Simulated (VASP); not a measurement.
Here is a VASP 6.6.1 calculation.

The input INCAR:

```
SYSTEM = MgSe3
PREC = Accurate ; ENCUT = 520
EDIFF = 1E-6 ; ISMEAR = 0
SIGMA = 0.1 ; LREAL = .FALSE.
LASPH = .TRUE. ; NELM = 100
ALGO = Normal ; ISIF = 2
LWAVE = .FALSE. ; LCHARG = .FALSE.
GGA = PE ; NBANDS = 18
```

Contents of KPOINTS:

```
regular mesh
0
G
  4 4 4
  0 0 0
```

File POSCAR:

```
MgSe3
1.0
    4.3897800433      0.0000000000      0.0000000000
    0.0000000000      4.3897800433      0.0000000000
    0.0000000000      0.0000000000      4.3897800433
Mg Se
1 3
Direct
    0.0000000000      0.0000000000      0.0000000000
    0.5000000000      0.0000000000      0.5000000000
    0.0000000000      0.5000000000      0.5000000000
    0.5000000000      0.5000000000      0.0000000000
```

Potentials or basis: VASP PAW PBE potentials, release 64 (Mg, Se).

Run with:

```console
$ cat potpaw_PBE.64/Mg/POTCAR potpaw_PBE.64/Se/POTCAR > POTCAR
$ mpirun -np 1 vasp_std > vasp.out
```

**Question.** What does it give for the pressure?

**Answer.** 0.1 GPa.

**Question.** What does it give for the band gap on the k mesh?

**Answer.** Zero (band 10 reaches 6.25 eV, above the bottom of band 11 at 4.43 eV).
